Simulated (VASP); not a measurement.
MgS, 4 atoms in the cell. It takes space group P6_3mc (No. 186, hexagonal). The conventional cell has a = 4.029 Å, b = 4.029 Å, c = 6.713 Å, α = 90.00°, β = 90.00°, γ = 120.00°. Mg (site symmetry 3m) has 4 S at 2.48 to 2.51 Å within 3.3 Å. S (site symmetry 3m) has 4 Mg at 2.48 to 2.51 Å within 3.3 Å.  This cell differs from its parent crystal: uniaxial z strain +4.0%.

| Item | Value |
| --- | --- |
| Program | VASP 6.6.1 |
| Task | single point |
| Functional | r2SCAN |
| Potentials or basis | VASP PAW PBE potentials, release 64 (Mg, S) |
| Cutoff | 520 eV |
| k mesh | 12 × 12 × 4 |
| Occupations | gaussian, width 0.01 eV |
| Spin | no spin polarisation |
| Dipole correction | no |
| Further INCAR settings | ALGO = Normal; EDIFF = 1e-06; NBANDS = 16 |

Potentials or basis: VASP PAW PBE potentials, release 64 (Mg, S).

Command:

```sh
$ cat potpaw_PBE.64/Mg/POTCAR potpaw_PBE.64/S/POTCAR > POTCAR
$ cp INCAR.step1 INCAR
$ mpirun -np 1 vasp_std > vasp.out
$ cp INCAR.step2 INCAR
$ mpirun -np 1 vasp_std > vasp.out
```

Hardware: 1 thread of Intel(R) Xeon(R) Platinum 8488C (Sapphire Rapids) (shared host).

Task: Estimate the wall time of this run.

Result: Run time: 4.7 min on 1 thread of Intel(R) Xeon(R) Platinum 8488C (Sapphire Rapids), with other jobs on the host, peak memory 0.26 GiB. Counts: k points 57.
